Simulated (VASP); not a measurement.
**NaEuC4: single point with PBE**

NaEuC4:

```
CELL_PARAMETERS angstrom
-2.91285 2.91285 2.90836
2.91285 -2.91285 2.90836
2.91285 2.91285 -2.90836
ATOMIC_POSITIONS crystal
Na 0.00000 0.00000 0.00000
Eu 0.50000 0.50000 0.00000
C 0.00000 0.61032 0.61032
C 0.00000 0.38968 0.38968
C 0.61032 0.00000 0.61032
C 0.38968 0.00000 0.38968
```

The cell was generated, and may not be a known phase.

* Program: VASP 6.6.1
* Task: single point
* Functional: PBE
* Potentials or basis: VASP PAW PBE potentials, release 64 (Na_pv, Eu, C)
* Cutoff: 520 eV
* k mesh: 4 × 4 × 4
* Occupations: gaussian, width 0.1 eV
* Spin: collinear spin, ferromagnetic start
* Starting moments: [0.0, 7.0, 0.0, 0.0, 0.0, 0.0] μB

The pressure is 2.3 GPa and the largest force is 1.018 eV/Å. The net moment is 6.68 μB per cell. The site moments are Na +0.00; Eu +6.55; C -0.03 μB and the valence electrons inside the program's atomic spheres are Na 6.17; Eu 14.62; C 2.46.

Forces on the atoms (eV/Å):
```
Na   0.000  0.000  0.000
Eu   0.000  0.000  0.000
C   -1.018  0.000  0.000
C    1.018  0.000  0.000
C    0.000 -1.018  0.000
C    0.000  1.018  0.000
```

Stress tensor (GPa, compression positive):
```
-0.07  0.00  0.00
 0.00 -0.07  0.00
 0.00  0.00  6.95
```

Levels at points of the mesh, in eV from the Fermi level:
Spin up:
| k point | band 19 | band 20 | band 21 | band 22 | band 23 | band 24 | band 25 | band 26 | band 27 | band 28 |
| --- | --- | --- | --- | --- | --- | --- | --- | --- | --- | --- |
| (0.00, 0.00, 0.00) | -0.17 | -0.13 | -0.05 | -0.05 | 0.00 | 0.37 | 0.46 | 1.31 | 1.31 | 2.83 |
| (0.50, 0.00, 0.00) | -0.24 | -0.22 | -0.19 | -0.14 | -0.13 | -0.12 | 2.25 | 2.69 | 3.39 | 3.81 |
| (0.50, 0.50, 0.00) | -0.21 | -0.20 | -0.17 | -0.17 | -0.12 | 0.40 | 2.61 | 2.75 | 3.50 | 3.59 |
| (0.50, 0.50, 0.50) | -0.21 | -0.21 | -0.21 | -0.03 | -0.03 | 0.56 | 1.94 | 2.96 | 2.96 | 3.04 |
Spin down:
```
           k point  band 14  band 15  band 16  band 17  band 18  band 19
(0.00, 0.00, 0.00)    -1.95    -1.95    -0.06     0.16     0.76     1.71
(0.50, 0.00, 0.00)    -2.11    -2.06    -0.78    -0.69     2.75     3.12
(0.50, 0.50, 0.00)    -2.05    -1.67    -0.99     0.29     2.76     3.34
(0.50, 0.50, 0.50)    -1.59    -1.59    -0.56     0.40     2.32     3.54
```

Wall time 8.4 min on 1 thread of Oxide Virtual Turin-like Processor, on a shared host, peak memory 0.28 GiB.

Caveat: the k points lie up to 0.38 Å⁻¹ apart; spin-orbit coupling is left out, which moves the levels of the heavy elements; semilocal functionals describe open f shells poorly, which spoils levels, moments and volumes; forces of over 1 eV/Å act on the atoms, so gaps and moduli don't describe the material at rest. The state reached can hang on the start; a lower one may exist.
